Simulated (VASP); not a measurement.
# CdPtF3 (P-62m) in VASP: single point with PBE

Aim: the single point of CdPtF3 with PBE.

Everything below comes from runs of VASP 6.6.1. Logs are shortened: lines on timing, memory, paths and dates and some standing lists are left out, and cuts for length are marked.

**1. The cell of the first run**

Symmetry: P-62m, No. 189, hexagonal system. The conventional cell has a = 3.762 Å, b = 3.762 Å, c = 6.981 Å, α = 90.00°, β = 90.00°, γ = 120.00°. Cd (site symmetry -62m) has 6 F at 1.80 to 1.96 Å within 2.4 Å. Pt (site symmetry -62m) has 2 Cd at 3.49 Å and 6 Pt at 3.76 Å and 24 F at 3.93 to 4.78 Å within 4.8 Å. F (site symmetry m2m) has 2 Cd at 1.80 to 1.96 Å and 4 F at 1.89 Å within 2.4 Å.

The cell was generated, and may not be a known phase.

**2. Single point, PBE**

The input, INCAR:

```
SYSTEM = CdPtF3
PREC = Accurate
ENCUT = 700
EDIFF = 1E-6
ISMEAR = 0
SIGMA = 0.1
LREAL = .FALSE.
LASPH = .TRUE.
NELM = 120
ALGO = Normal
ISIF = 2
LWAVE = .FALSE.
LCHARG = .FALSE.
GGA = PE
NBANDS = 38
GGA_COMPAT = .FALSE.
```

The input, KPOINTS:

```
regular mesh
0
G
  6 6 4
  0 0 0
```

The input, POSCAR:

```
CdPtF3
1.0
    3.7623323100      0.0000000000      0.0000000000
   -1.8811661600      3.2582753600      0.0000000000
    0.0000000000      0.0000000000      6.9807271600
Cd Pt F
1 1 3
Direct
    0.0000000000      0.0000000000      0.5000000000
    0.0000000000      0.0000000000      0.0000000000
    0.5209967500      0.0000000000      0.5000000000
    0.0000000000      0.5209967500      0.5000000000
    0.4790032500      0.4790032500      0.5000000000
```

Potentials or basis: VASP PAW PBE potentials, release 64 (Cd_sv_GW, Pt_sv_GW, F).

On the command line:

```
$ cat potpaw_PBE.64/Cd_sv_GW/POTCAR potpaw_PBE.64/Pt_sv_GW/POTCAR potpaw_PBE.64/F/POTCAR > POTCAR
$ mpirun -np 1 vasp_std > vasp.out
```

OUTCAR:

```text
SYSTEM = CdPtF3
   PREC = Accurate
   ENCUT = 700
   EDIFF = 1E-6
   ISMEAR = 0
   LREAL = .FALSE.
   LASPH = .TRUE.
   NELM = 120
   ISIF = 2
   GGA = PE

 ion  position               nearest neighbor table
   1  0.000  0.000  0.500-   5 1.80   3 1.80   4 1.80   5 1.96   3 1.96   4 1.96
   2  0.000  0.000  0.000-
   3  0.521  0.000  0.500-   1 1.80   4 1.89   4 1.89   5 1.89   5 1.89   1 1.96
   4  0.000  0.521  0.500-   1 1.80   3 1.89   5 1.89   3 1.89   5 1.89   1 1.96
   5  0.479  0.479  0.500-   1 1.80   4 1.89   4 1.89   3 1.89   3 1.89   1 1.96

  LATTYP: Found a hexagonal cell.
 ALAT       =     3.7623323100
 C/A-ratio  =     1.8554254608

  Lattice vectors:

 A1 = (   3.7623323100,   0.0000000000,   0.0000000000)
 A2 = (  -1.8811661600,   3.2582753600,   0.0000000000)
 A3 = (   0.0000000000,   0.0000000000,   6.9807271600)

Analysis of symmetry for initial positions (statically):
=====================================================================
 Subroutine PRICEL returns:
 Original cell was already a primitive cell.

 Routine SETGRP: Setting up the symmetry group for a
 hexagonal supercell.

 Subroutine GETGRP returns: Found 12 space group operations
 (whereof 12 operations were pure point group operations)
 out of a pool of 24 trial point group operations.

The static configuration has the point symmetry D_3h.

Analysis of symmetry for dynamics (positions and initial velocities):
=====================================================================
 Subroutine PRICEL returns:
 Original cell was already a primitive cell.

 Routine SETGRP: Setting up the symmetry group for a
 hexagonal supercell.

 Subroutine GETGRP returns: Found 12 space group operations
 (whereof 12 operations were pure point group operations)
 out of a pool of 24 trial point group operations.

The dynamic configuration has the point symmetry D_3h.

 Subroutine INISYM returns: Found 12 space group operations
 (whereof 12 operations are pure point group operations),
 and found     1 'primitive' translations

----------------------------------------------------------------------------------------

                                     Primitive cell

  volume of cell :      85.5747
[... 87 lines left out ...]
   LSORBIT =      F    spin-orbit coupling
   LASPH  =      T    aspherical Exc in radial PAW
   ENCUT  =  700.0 eV  51.45 Ry    7.17 a.u.   8.12  8.12 15.06*2*pi/ulx,y,z
   NELM   =    120;   NELMIN=  2; NELMDL= -5     # of ELM steps
   EDIFF  = 0.1E-05   stopping-criterion for ELM
   LREAL  =      F    real-space projection
   EDIFFG = 0.1E-04   stopping-criterion for IOM
   NSW    =      0    number of steps for IOM
   IBRION =     -1    ionic relax: 0-MD 1-quasi-New 2-CG
   NFREE  =      0    steps in history (QN), initial steepest desc. (CG)
   ISIF   =      2    stress and relaxation
   ISYM   =      2    0-nonsym 1-usesym 2-fastsym
   POTIM  = 0.5000    time-step for ionic-motion
   TEBEG  =    0.0;   TEEND  =   0.0 temperature during run
   PSTRESS=    0.0 pullay stress
   NELECT =      59.0000    total number of electrons
   NUPDOWN=      -1.0000    fix difference up-down
   EMIN   =  10.00;   EMAX   =-10.00  energy-range for DOS
   EFERMI =   0.00;   METHOD = LEGACY
   ISMEAR =     0;   SIGMA  =   0.10  broadening in eV -4-tet -1-fermi 0-gaus
   EFERMI_NEDOS =   21; number of points for ismear=-14 and -15
   IALGO  =     38    algorithm
   IMIX   =      4    mixing-type and parameters
     AMIX     =   0.40;   BMIX     =  1.00
     AMIX_MAG =   1.60;   BMIX_MAG =  1.00
  volume/ion in A,a.u.               =      17.11       115.50
  Fermi-wavevector in a.u.,A,eV,Ry     =   1.446251  2.733018 28.458512  2.091642
  Thomas-Fermi vector in A             =   2.564341
   LORBIT       =      0    0 simple, 1 ext, 2 COOP (PROOUT), +10 PAW based schemes
   GGA     = PE    functional components
   LHFCALC =     F    Hartree Fock is set to
   AEXX    =    0.0000 exact exchange contribution
   IVDW    =     0    specifies the selected vdW correction
   LEPSILON=     F    determine dielectric tensor
   LRPA    =     F    only Hartree local field effects (RPA)
 non-spin polarized calculation
 Gauss-broadening in eV      SIGMA  =   0.10
  energy-cutoff  :      700.00
  volume of cell :       85.57
 maximum number of plane-waves:      3618
   NGX = 17   NGY = 17   NGZ = 31

 number of electron      59.0000014 magnetization

 Free energy of the ion-electron system (eV)
  ---------------------------------------------------
  ext. energy  EPLUGINS =         0.00000000
  ---------------------------------------------------
  free energy    TOTEN  =        -4.28782853 eV

  energy without entropy =       -4.21968976  energy(sigma->0) =       -4.25375914

 E-fermi :   1.6574     XC(G=0):  -9.4500

 val. band max:        1.6573858378   @ k =   0.1667   0.1667   0.5000
 cond. band min:       1.6590034128   @ k =   0.1667   0.1667   0.0000
 fundamental gap:      0.0016175749
 Fermi energy:         1.6574078464

 k-point     1 :       0.0000    0.0000    0.0000
  band No.  band energies     occupation
      1     -99.7987      2.00000
      2     -94.4211      2.00000
      3     -60.9541      2.00000
      4     -60.9541      2.00000
      5     -60.9369      2.00000
      6     -48.7068      2.00000
[... 850 lines left out ...]
     37      10.8260      0.00000
     38      14.1873      0.00000

------------------------ aborting loop because EDIFF is reached ----------------------------------------

  FORCE on cell =-STRESS in cart. coord.  units (eV):
  Direction    XX          YY          ZZ          XY          YZ          ZX
  --------------------------------------------------------------------------------------
  -------------------------------------------------------------------------------------
  Total       45.7241371     45.7241372     -1.1024152     -0.0000001     -0.0000000      0.0000000
  in kB      856.0724095    856.0724106    -20.6400231     -0.0000013     -0.0000000      0.0000000
  external PRESSURE =     563.8349323 kB  Pullay stress =       0.0000000 kB

 VOLUME and BASIS-vectors are now :
 -----------------------------------------------------------------------------
  energy-cutoff  :      700.00
  volume of cell :       85.57
      direct lattice vectors                 reciprocal lattice vectors
     3.762332310  0.000000000  0.000000000     0.265792577  0.153455416  0.000000000
    -1.881166160  3.258275360  0.000000000     0.000000000  0.306910832  0.000000000
     0.000000000  0.000000000  6.980727160     0.000000000  0.000000000  0.143251552

 POSITION                                       TOTAL-FORCE (eV/Angst)
 -----------------------------------------------------------------------------------
      0.00000      0.00000      3.49036         0.000000      0.000000     -0.000000
      0.00000      0.00000      0.00000         0.000000     -0.000000     -0.000000
      1.96016      0.00000      3.49036        -3.022477     -0.000000      0.000000
     -0.98008      1.69755      3.49036         1.511239     -2.617542     -0.000000
      0.90108      1.56072      3.49036         1.511239      2.617542     -0.000000
 -----------------------------------------------------------------------------------
    total drift:                                0.000005      0.000009     -0.000003

  FREE ENERGIE OF THE ION-ELECTRON SYSTEM (eV)
  ---------------------------------------------------
  free  energy   TOTEN  =        -4.2878285266 eV

  energy  without entropy=       -4.2196897598  energy(sigma->0) =       -4.25375914
```

Run time: 4.1 min. Hardware: 1 thread of Intel Xeon Platinum 8488C (Sapphire Rapids), shared host; peak memory 0.32 GiB.

Results:

```
Free energy            : -4.2878 eV
Pressure               : 56.4 GPa
Largest force          : 3.022 eV/Å
Band gap on the k mesh : zero (an odd number of electrons rules out a gap without spin polarisation)
```

Forces on the atoms (eV/Å):
```
Cd   0.000  0.000  0.000
Pt   0.000  0.000  0.000
F   -3.022  0.000  0.000
F    1.511 -2.618  0.000
F    1.511  2.618  0.000
```

Stress tensor (GPa, compression positive):
```
85.61  0.00  0.00
 0.00 85.61  0.00
 0.00  0.00 -2.06
```

Caveat: the stress differs along the axes, from -2 to 86 GPa; spin-orbit coupling is left out, which moves the levels of the heavy elements; an odd number of electrons without spin polarisation forces a metal; a magnetic or distorted state may lie lower.
